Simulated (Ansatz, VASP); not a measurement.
**H10CO5: VASP beside Ansatz**

```
O H C
1.0
     5.25117    0.00000    0.00000
     0.00000    5.25117    0.00000
     0.00000    0.00000    5.25117
O H C
5 10 1
Direct
  0.97444 0.28426 0.16954
  0.65445 0.27430 0.76715
  0.35386 0.00393 0.40556
  0.42677 0.54308 0.16511
  0.02895 0.78872 0.73372
  0.90779 0.23886 0.00088
  0.08609 0.14633 0.23292
  0.55693 0.17733 0.64024
  0.53123 0.35159 0.88674
  0.23136 0.92551 0.52345
  0.41080 0.85394 0.30690
  0.24848 0.47700 0.16059
  0.51629 0.43069 0.28372
  0.64606 0.79309 0.80497
  0.87137 0.77472 0.08759
  0.84677 0.78754 0.87563
```

Alike in both runs: functional PBE; k mesh 1 × 1 × 1; occupations fermi-dirac, width 0.02 eV; no spin polarisation.

Ansatz relaxed the structure, and its values are those at the end. VASP's run is a single point on that final structure, the one shown.

```csv
,VASP,Ansatz
version,VASP 6.6.1,Ansatz 0.2.0
potentials or method,"VASP PAW PBE potentials, release 64 (O, H, C), cutoff 520 eV","scalar-relativistic, plane waves, PAW"
valence electrons in the cell,44,44
```

```tsv
	VASP	Ansatz	Ansatz less VASP
rms of the force components (eV/Å)	0.162	0.079	-0.0833
```

One of these differences is far larger than is usual between the two programs; its cause wasn't traced. With one functional, cell and mesh, what is left measures potentials, basis and numerics.

Noted on VASP's run: the standard files for N, O and F lose accuracy on very short bonds.
